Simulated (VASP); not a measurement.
# BeS (F-43m) in VASP: a series of runs, part 2 of 2

VASP 6.6.1.

## (3) Single point, PBEsol (13.59 Å³/atom)

This run uses another cell than the first one, of 13.59 Å³/atom.

File INCAR:

```
SYSTEM = BeS
  ALGO = Normal
  EDIFF = 1E-6
  ENCUT = 600
  GGA = PS
  GGA_COMPAT = .FALSE.
  ISIF = 2
  ISMEAR = 0
  LASPH = .TRUE.
  LCHARG = .FALSE.
  LREAL = .FALSE.
  LWAVE = .FALSE.
  NBANDS = 11
  NELM = 120
  PREC = Accurate
  SIGMA = 0.05
```

File KPOINTS:

```
k-points
0
G
  8 8 8
  0 0 0
```

File POSCAR:

```
BeS
1.0
    0.0000000000      2.3863368979      2.3863368979
    2.3863368979      0.0000000000      2.3863368979
    2.3863368979      2.3863368979      0.0000000000
Be S
1 1
Direct
    0.0000000000      0.0000000000      0.0000000000
    0.7500000000      0.7500000000      0.7500000000
```

Potentials or basis: VASP PAW PBE potentials, release 64 (Be, S).

Run with:

```sh
> cat potpaw_PBE.64/Be/POTCAR potpaw_PBE.64/S/POTCAR > POTCAR
> mpirun -np 1 vasp_std > vasp.out
```

OUTCAR:

```text
SYSTEM = BeS
   EDIFF = 1E-6
   ENCUT = 600
   GGA = PS
   ISIF = 2
   ISMEAR = 0
   LASPH = .TRUE.
   LREAL = .FALSE.
   NELM = 120
   PREC = Accurate

 ion  position               nearest neighbor table
   1  0.000  0.000  0.000-   2 2.07   2 2.07   2 2.07   2 2.07
   2  0.750  0.750  0.750-   1 2.07   1 2.07   1 2.07   1 2.07

  LATTYP: Found a face centered cubic cell.
 ALAT       =     4.7726737958

  Lattice vectors:

 A1 = (   0.0000000000,   2.3863368979,   2.3863368979)
 A2 = (   2.3863368979,   0.0000000000,   2.3863368979)
 A3 = (   2.3863368979,   2.3863368979,   0.0000000000)

Analysis of symmetry for initial positions (statically):
=====================================================================
 Subroutine PRICEL returns:
 Original cell was already a primitive cell.

 Routine SETGRP: Setting up the symmetry group for a
 face centered cubic supercell.

 Subroutine GETGRP returns: Found 24 space group operations
 (whereof 24 operations were pure point group operations)
 out of a pool of 48 trial point group operations.

The static configuration has the point symmetry T_d .

Analysis of symmetry for dynamics (positions and initial velocities):
[... 166 lines left out ...]
 k-point     1 :       0.0000    0.0000    0.0000
  band No.  band energies     occupation
      1      -9.3971      2.00000
      2       4.6568      2.00000
      3       4.6568      2.00000
      4       4.6568      2.00000
      5      10.2395      0.00000
      6      10.2395      0.00000
      7      10.2395      0.00000
      8      10.7738      0.00000
      9      17.5475      0.00000
     10      17.5475      0.00000
     11      19.7065      0.00000
[... 309 lines left out ...]
 k-point    24 :      -0.3750    0.2500    0.1250
  band No.  band energies     occupation
      1      -7.3209      2.00000
      2      -0.9627      2.00000
      3       1.6900      2.00000
      4       2.6608      2.00000
      5      10.5977      0.00000
      6      11.2734      0.00000
      7      13.9613      0.00000
      8      15.2995      0.00000
      9      16.2116      0.00000
     10      20.2484      0.00000
     11      20.9054      0.00000

 [... further k-points ...]
[... 5 lines left out ...]
  --------------------------------------------------------------------------------------
  -------------------------------------------------------------------------------------
  Total        0.7606506      0.7606506      0.7606506      0.0000000     -0.0000000      0.0000000
  in kB       44.8405080     44.8405080     44.8405080      0.0000000     -0.0000000      0.0000000
  external PRESSURE =      44.8405080 kB  Pullay stress =       0.0000000 kB

 VOLUME and BASIS-vectors are now :
 -----------------------------------------------------------------------------
  energy-cutoff  :      600.00
  volume of cell :       27.18
      direct lattice vectors                 reciprocal lattice vectors
     0.000000000  2.386336898  2.386336898    -0.209526157  0.209526157  0.209526157
     2.386336898  0.000000000  2.386336898     0.209526157 -0.209526157  0.209526157
     2.386336898  2.386336898  0.000000000     0.209526157  0.209526157 -0.209526157

 POSITION                                       TOTAL-FORCE (eV/Angst)
 -----------------------------------------------------------------------------------
      0.00000      0.00000      0.00000        -0.000000     -0.000000      0.000000
      3.57951      3.57951      3.57951         0.000000      0.000000     -0.000000
 -----------------------------------------------------------------------------------
    total drift:                                0.000000      0.000000      0.000000

  FREE ENERGIE OF THE ION-ELECTRON SYSTEM (eV)
  ---------------------------------------------------
  free  energy   TOTEN  =       -10.5482842523 eV

  energy  without entropy=      -10.5482842523  energy(sigma->0) =      -10.54828425
```

OSZICAR:

```text
N       E                     dE             d eps       ncg     rms          rms(c)
DAV:   1     0.217454073797E+02    0.21745E+02   -0.43864E+03   638   0.711E+02
DAV:   2    -0.949791445452E+01   -0.31243E+02   -0.29782E+02   865   0.124E+02
DAV:   3    -0.107540725211E+02   -0.12562E+01   -0.12536E+01   851   0.246E+01
DAV:   4    -0.107611075615E+02   -0.70350E-02   -0.70339E-02   828   0.217E+00
DAV:   5    -0.107611465928E+02   -0.39031E-04   -0.39031E-04   803   0.147E-01    0.573E+00
DAV:   6    -0.106046908891E+02    0.15646E+00   -0.10904E-01   751   0.159E+00    0.376E+00
DAV:   7    -0.105479549835E+02    0.56736E-01   -0.12914E-01   796   0.181E+00    0.773E-01
DAV:   8    -0.105482374307E+02   -0.28245E-03   -0.58626E-03   801   0.436E-01    0.156E-01
DAV:   9    -0.105482784156E+02   -0.40985E-04   -0.31030E-04   780   0.117E-01    0.574E-02
DAV:  10    -0.105482792616E+02   -0.84592E-06   -0.27656E-05   823   0.256E-02    0.119E-02
DAV:  11    -0.105482841397E+02   -0.48781E-05   -0.63731E-06   731   0.161E-02    0.595E-03
DAV:  12    -0.105482842523E+02   -0.11265E-06   -0.80217E-08   458   0.216E-03
   1 F= -.10548284E+02 E0= -.10548284E+02  d E =-.591116E-16
```

stdout:

```text
POSCAR found type information on POSCAR BeS
 POSCAR found :  2 types and       2 ions
 scaLAPACK will be used
 -----------------------------------------------------------------------------
|                                                                             |
|                                                                             |
|     You enforced a specific xc type in the INCAR file but a different       |
|     I HOPE YOU KNOW WHAT YOU ARE DOING!                                     |
|                                                                             |
 -----------------------------------------------------------------------------

 LDA part: xc-table for (Slater+PW92), standard interpolation
 POSCAR, INCAR and KPOINTS ok, starting setup
 FFT: planning ... GRIDC
 FFT: planning ... GRID_SOFT
 FFT: planning ... GRID
 WAVECAR not read
 entering main loop
```

Wall time 19 s (1 thread of Intel Xeon 8259CL, shared host); peak memory 0.15 GiB.

Results:

| Property | Result |
| --- | --- |
| Free energy | -10.5483 eV |
| Pressure | 4.5 GPa |
| Band gap on the k mesh | 2.81 eV (least direct gap 5.58 eV) |

Levels at points of the mesh, in eV from the valence-band top:
```tsv
k point	band 1	band 2	band 3	band 4	band 5	band 6	band 7	band 8	band 9
(0.00, 0.00, 0.00)	-14.05	0.00	0.00	0.00	5.58	5.58	5.58	6.12	12.89
(0.50, 0.00, 0.00)	-12.28	-6.19	-1.11	-1.11	5.55	6.46	6.46	11.19	15.15
(0.50, 0.50, 0.00)	-11.68	-5.32	-2.85	-2.85	2.81	4.76	13.14	13.14	16.06
```

Caveat: the cell stands under pressure; the PAW data sets were made with another functional, which shifts forces and pressure a little.

## (4) Single point, BLYP+D3(BJ) (13.54 Å³/atom)

This run uses another cell than the first one, of 13.54 Å³/atom.

File INCAR:

```
  PREC = Accurate
  ENCUT = 600
  EDIFF = 1E-6
  ISMEAR = 0
  SIGMA = 0.05
  LREAL = F
  LASPH = T
  NELM = 120
  ALGO = Normal
  ISIF = 2
  LWAVE = F
  LCHARG = F
  GGA = B5
  ALDAX = 1.0
  AGGAX = 1.0
  AGGAC = 1.0
  ALDAC = 0.0
  IVDW = 12
  VDW_S6 = 1.0
  VDW_S8 = 2.6996
  VDW_A1 = 0.4298
  VDW_A2 = 4.2359
  NBANDS = 11
  GGA_COMPAT = F
```

File KPOINTS:

```
Automatic mesh
0
Gamma
  8 8 8
```

File POSCAR:

```
BeS
1.0
    0.0000000000      2.3833055921      2.3833055921
    2.3833055921      0.0000000000      2.3833055921
    2.3833055921      2.3833055921      0.0000000000
Be S
1 1
Direct
    0.0000000000      0.0000000000      0.0000000000
    0.7500000000      0.7500000000      0.7500000000
```

Run with:

```sh
> cat potpaw_PBE.64/Be/POTCAR potpaw_PBE.64/S/POTCAR > POTCAR
> mpirun -np 1 vasp_std > vasp.out
```

Wall time 30 s (1 thread of Intel Xeon 8259CL, shared host); peak memory 0.16 GiB.

Results (log left out):

* Free energy: -10.4489 eV
* Pressure: 1.9 GPa
* Band gap on the k mesh: 3.30 eV (least direct gap 5.77 eV)
* Dispersion energy per atom: -0.667 eV

Levels at points of the mesh, in eV from the valence-band top:
```csv
k point,band 1,band 2,band 3,band 4,band 5,band 6,band 7,band 8
"(0.00, 0.00, 0.00)",-13.96,0.00,0.00,0.00,5.77,5.77,5.77,6.62
"(0.50, 0.00, 0.00)",-12.24,-5.98,-1.09,-1.09,5.86,6.72,6.72,11.80
"(0.50, 0.50, 0.00)",-11.66,-5.17,-2.76,-2.76,3.30,5.07,13.27,13.27
```

Caveat: the PAW data sets were made with another functional, which shifts forces and pressure a little. A k mesh can miss the band edges.

## (5) The runs side by side

| level | cell | gap on the mesh (eV) | pressure (GPa) |
| --- | --- | --- | --- |
| PBE+D3(BJ) | a = 3.365 Å, angles 60.0°, 2 atoms | 2.97 | 3.9 |
| PBEsol | a = 3.375 Å, angles 60.0°, 2 atoms | 2.81 | 4.5 |
| BLYP+D3(BJ) | a = 3.371 Å, angles 60.0°, 2 atoms | 3.30 | 1.9 |

Alike in all rows: task single point; potentials or basis VASP PAW PBE potentials, release 64 (Be, S); no spin polarisation; k mesh 8 × 8 × 8; cutoff (eV) 600; smearing gaussian 0.05 eV.

Caveats: the cell stands under pressure (at least some runs); the PAW data sets were made with another functional, which shifts forces and pressure a little (at least some runs); three body term missing (at least some runs).

Total energies depend on the potentials used, so only differences within one code and one set of settings carry meaning.
